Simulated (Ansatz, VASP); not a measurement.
TiO2: VASP beside Ansatz

File INCAR:

```
  ALGO = Normal
  EDIFF = 1E-6
  ENCUT = 520
  GGA = PE
  ISIF = 2
  ISMEAR = 0
  LASPH = True
  LCHARG = True
  LDAU = True
  LDAUJ = 0 0
  LDAUL = 2 -1
  LDAUPRINT = 1
  LDAUTYPE = 2
  LDAUU = 4 0
  LELF = True
  LMAXMIX = 4
  LREAL = False
  LVHAR = True
  LWAVE = False
  NBANDS = 33
  NELM = 150
  PREC = Accurate
  SIGMA = 0.05
```

File KPOINTS:

```
k-points
0
Gamma
  6 6 10
```

POSCAR

```
TiO2
1.0
    4.6403824120      0.0000000000      0.0000000000
    0.0000000000      4.6403824120      0.0000000000
    0.0000000000      0.0000000000      3.0063836717
Ti O
2 4
Direct
    0.0000000000      0.0000000000      0.0111176302
    0.5000000000      0.5000000000      0.5111176302
    0.3056475955      0.3056475955     -0.0166312771
    0.1943524045      0.8056475955      0.4833687229
    0.6943524045      0.6943524045     -0.0166312771
    0.8056475955      0.1943524045      0.4833687229
```

Input for Ansatz:

```yaml
crystal:
  lattice:
    - [4.640382412, 0.0, 0.0]
    - [0.0, 4.640382412, 0.0]
    - [0.0, 0.0, 3.0063836717]
  atoms:
    - { symbol: Ti, position: [0.0, 0.0, 0.0111176302] }
    - { symbol: Ti, position: [0.5, 0.5, 0.5111176302] }
    - { symbol: O, position: [0.3056475955, 0.3056475955, -0.0166312771] }
    - { symbol: O, position: [0.1943524045, 0.8056475955, 0.4833687229] }
    - { symbol: O, position: [0.6943524045, 0.6943524045, -0.0166312771] }
    - { symbol: O, position: [0.8056475955, 0.1943524045, 0.4833687229] }
basis:
  ecutwfc: 420
kpoints:
  mp_grid: { grid: [6, 6, 10] }
hamiltonian:
  xc: pbe
  hubbard: { sites: [{ species: Ti, l: d, u_eff: 4.0 }] }
scf:
  occupations: { method: gaussian, width: 0.05 }
output:
  forces: true
  stress: true
  eigenvalues: true
```

Change from the starting cell: mode 8 (209.9 1/cm) frozen in, largest displacement +0.050 Å.

Alike in both runs: task single point; functional PBE; k mesh 6 × 6 × 10; occupations gaussian, width 0.05 eV; no spin polarisation; Hubbard terms Ti d U = 4.0 eV.

|  | VASP | Ansatz |
| --- | --- | --- |
| version | VASP 6.6.1 | Ansatz 0.2.0 |
| potentials or method | VASP PAW PBE potentials, release 64 (Ti_sv, O), cutoff 520 eV | scalar-relativistic, plane waves, PAW |
| valence electrons in the cell | 48 | 48 |

```csv
,VASP,Ansatz,Ansatz less VASP
gap on the k mesh at the Fermi level (eV),2.42,2.39,-0.033
least direct gap on the mesh (eV),2.47,2.45,-0.016
pressure (GPa),5.0,0.9,-4.14
"traceless stress, the component that is largest in VASP (GPa)",0.81,0.26,-0.551
rms of the force components (eV/Å),0.257,0.127,-0.1292
```

The programs project onto different local orbitals, so the same U acts differently, and such runs can settle in different states. Atom by atom the forces differ by 0.133 eV/Å (rms over components).
